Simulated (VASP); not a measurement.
Mo: relaxation of cell and atoms with revPBE

Crystal: Mo.

```
CELL_PARAMETERS angstrom
-1.58381 1.58381 1.58381
1.58381 -1.58381 1.58381
1.58381 1.58381 -1.58381
ATOMIC_POSITIONS crystal
Mo 0.00000 0.00000 0.00000
```

```
Program                : VASP 6.6.1
Task                   : relaxation of cell and atoms
Functional             : revPBE
Potentials or basis    : VASP PAW PBE potentials, release 64 (Mo_sv)
Cutoff                 : 600 eV
k mesh                 : 12 × 12 × 12
Occupations            : fermi-dirac, width 0.05 eV
Spin                   : no spin polarisation
Dipole correction      : no
Further INCAR settings : ALGO = Normal; EDIFF = 1e-07; IBRION = 2; EDIFFG = -0.01; NSW = 80; ISIF = 3
```

The relaxed volume is 15.95 Å³/atom. The relaxed cell is a = 2.747 Å, b = 2.747 Å, c = 2.747 Å, α = 109.47°, β = 109.47°, γ = 109.47°. The space group after relaxing (to 0.05 Å) is Im-3m (No. 229). The energy gained by relaxing is 0.2 meV/atom. The ionic steps are 3, the pressure after relaxing is 0.0 GPa and the band gap on the k mesh is zero (band 7 reaches 16.18 eV, above the bottom of band 8 at 11.00 eV).

The path:
```csv
step,energy change (eV),largest force (eV/Å),pressure (GPa),volume (Å³)
1,0.0000,0.0000,0.98,15.89
2,0.0011,0.0000,-2.56,16.12
3,-0.0002,0.0000,0.01,15.95
```

Final structure:
```cif
data_structure
_symmetry_space_group_name_H-M 'P 1'
_symmetry_Int_Tables_number 1
_cell_length_a 2.7467
_cell_length_b 2.7467
_cell_length_c 2.7467
_cell_angle_alpha 109.471
_cell_angle_beta 109.471
_cell_angle_gamma 109.471
_cell_volume 15.95
loop_
_atom_site_label
_atom_site_type_symbol
_atom_site_fract_x
_atom_site_fract_y
_atom_site_fract_z
_atom_site_occupancy
Mo1 Mo 0.00000 0.00000 0.00000 1
```

Levels at points of the mesh, in eV from the Fermi level:
```tsv
k point	band 3	band 4	band 5	band 6	band 7	band 8	band 9	band 10	band 11
(0.00, 0.00, 0.00)	-34.56	-34.56	-7.11	-1.28	-1.28	-1.28	1.67	1.67	14.84
(0.50, 0.00, 0.00)	-34.98	-34.57	-5.15	-3.26	1.59	1.69	2.30	4.63	11.39
(0.50, 0.50, 0.50)	-35.46	-35.46	-5.24	-5.24	3.90	3.90	3.90	8.96	8.96
```

It took 19 s on 1 thread of Intel(R) Xeon(R) Platinum 8488C (Sapphire Rapids), with other jobs on the host, peak memory 0.15 GiB.

Caveat: the PAW data sets were made with another functional, which shifts forces and pressure a little.
